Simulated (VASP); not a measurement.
Set up this calculation in VASP 6.6.1, as the native input.

| Quantity | Value |
| --- | --- |
| Task | single point |
| Functional | PBE |
| Potentials or basis | VASP PAW PBE potentials, release 64 (In_d, As) |
| Cutoff | 400 eV |
| k mesh | 8 × 6 × 2 |
| Occupations | gaussian, width 0.1 eV |
| Spin | no spin polarisation |
| Dipole correction | no |
| Further INCAR settings | ALGO = Normal; EDIFF = 1e-06; NBANDS = 86 |

The structure of InAs (an interface model) lies in POSCAR:

```
InAs
1.0
    4.3743937299      0.0000000000      0.0000000000
    0.0000000000      6.1863269400      0.0000000000
    0.0000000000      0.0000000000     17.5712639111
In As
8 8
Direct
    0.0000000000      0.0233224410     -0.0019814717
    0.5000000000      0.5497145921      0.1222978668
    1.0000000000      0.0497145921      0.2527021332
    0.5000000000      0.5233224410      0.3769814717
    0.0000000000      0.7002854079      0.6222978668
    0.5000000000      0.2266775590      0.4980185283
    0.0000000000      0.7266775590      0.8769814717
    0.5000000000      0.2002854079      0.7527021332
    0.0000000000      0.7980460765      0.1285835938
    0.5000000000      0.2809258510     -0.0002305047
    0.0000000000      0.7809258510      0.3752305047
    0.5000000000      0.2980460765      0.2464164062
    1.0000000000     -0.0309258510      0.4997694953
    0.5000000000      0.4519539235      0.6285835938
    1.0000000000     -0.0480460765      0.7464164062
    0.5000000000      0.4690741490      0.8752305047
```

These files were run (other wordings do the same):

INCAR

```
PREC = Accurate
ENCUT = 400
EDIFF = 1E-6
ISMEAR = 0
SIGMA = 0.1
LREAL = False
LASPH = True
NELM = 120
ALGO = Normal
ISIF = 2
LWAVE = False
LCHARG = False
GGA = PE
NBANDS = 86
GGA_COMPAT = False
```

KPOINTS

```
Automatic mesh
0
Gamma
  8 6 2
```

Potentials or basis: VASP PAW PBE potentials, release 64 (In_d, As).

Launch:

```bash
$ cat potpaw_PBE.64/In_d/POTCAR potpaw_PBE.64/As/POTCAR > POTCAR
$ mpirun -np 1 vasp_std > vasp.out
```

It gave:

```
Pressure               : 0.3 GPa
Largest force          : 0.017 eV/Å
Band gap on the k mesh : 0.04 eV (least direct gap 0.22 eV)
```

Caveat: the smearing spreads over this small gap; semilocal functionals underestimate gaps, and a narrow one can read as zero; spin-orbit coupling is left out, which moves the levels of the heavy elements.

It took 26 min on 1 thread of Intel(R) Xeon(R) Platinum 8488C (Sapphire Rapids) (shared host), peak memory 0.86 GiB.
